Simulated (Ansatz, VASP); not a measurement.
**One calculation of BeP, two programs**

```
Be P
1.0
     3.67951    0.00000    0.00000
    -1.83975    3.18655    0.00000
     0.00000    0.00000    7.11119
Be P
3 3
Direct
  0.51463 0.18318 0.21425
  0.66855 0.48537 0.54758
  0.81682 0.33145 0.88091
  0.85168 0.85452 0.23674
  0.00284 0.14832 0.57007
  0.14548 0.99716 0.90341
```

Alike in both runs: functional PBE; k mesh 6 × 6 × 4; occupations gaussian, width 0.1 eV; no spin polarisation.

Ansatz relaxed the structure, and its values are those at the end. VASP's run is a single point on that final structure, the one shown.

|  | VASP | Ansatz |
| --- | --- | --- |
| version | VASP 6.6.1 | Ansatz 0.2.0 |
| potentials or method | VASP PAW PBE potentials, release 64 (Be, P), cutoff 520 eV | scalar-relativistic, plane waves, PAW |
| valence electrons in the cell | 21 | 21 |

|  | VASP | Ansatz | Ansatz less VASP |
| --- | --- | --- | --- |
| gap on the k mesh at the Fermi level (eV) | none | none | - |
| pressure (GPa) | 0.2 | 0.2 | +0.01 |
| rms of the force components (eV/Å) | 0.018 | 0.016 | -0.0016 |

A gap of «none» marks a metal or a gap that the smearing closes. The functional is the same, so the differences come from potentials, cutoffs and numerics.
